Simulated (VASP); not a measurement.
Here is a VASP 6.6.1 calculation.

File INCAR:

```
SYSTEM = AlRu
PREC     = Accurate       ! precision mode
ENCUT    = 500            ! plane-wave cutoff, eV
EDIFF    = 1E-6           ! SCF threshold, eV
ISMEAR   = 0              ! smearing method
SIGMA    = 0.1            ! smearing width, eV
LREAL    = .False.        ! projectors in reciprocal space
LASPH    = .True.         ! aspherical terms in the spheres
NELM     = 120            ! most SCF steps
ALGO     = Normal         ! electronic algorithm
ISIF     = 2              ! what is computed and relaxed
LWAVE    = .False.        ! write WAVECAR
LCHARG   = .True.         ! write CHGCAR
GGA      = PE             ! functional
LELF     = .True.         ! ELF
LVHAR    = .True.       
NBANDS   = 16             ! bands
GGA_COMPAT= .False.
```

The input KPOINTS:

```
Automatic mesh
0
Gamma
  6 6 6
  0 0 0
```

Contents of POSCAR:

```
AlRu
1.0
    3.0037043275      0.0000000000      0.0000000000
    0.0000000000      3.0037043275      0.0000000000
    0.0000000000      0.0000000000      3.0037043275
Al Ru
1 1
Direct
    0.0000000000      0.0000000000      0.0000000000
    0.5000000000      0.5000000000      0.5000000000
```

Potentials or basis: VASP PAW PBE potentials, release 64 (Al, Ru_pv).

Command:

```console
$ cat potpaw_PBE.64/Al/POTCAR potpaw_PBE.64/Ru_pv/POTCAR > POTCAR
$ mpirun -np 1 vasp_std > vasp.out
```

(1) Estimate the pressure.

Answers

(1) -0.1 GPa.
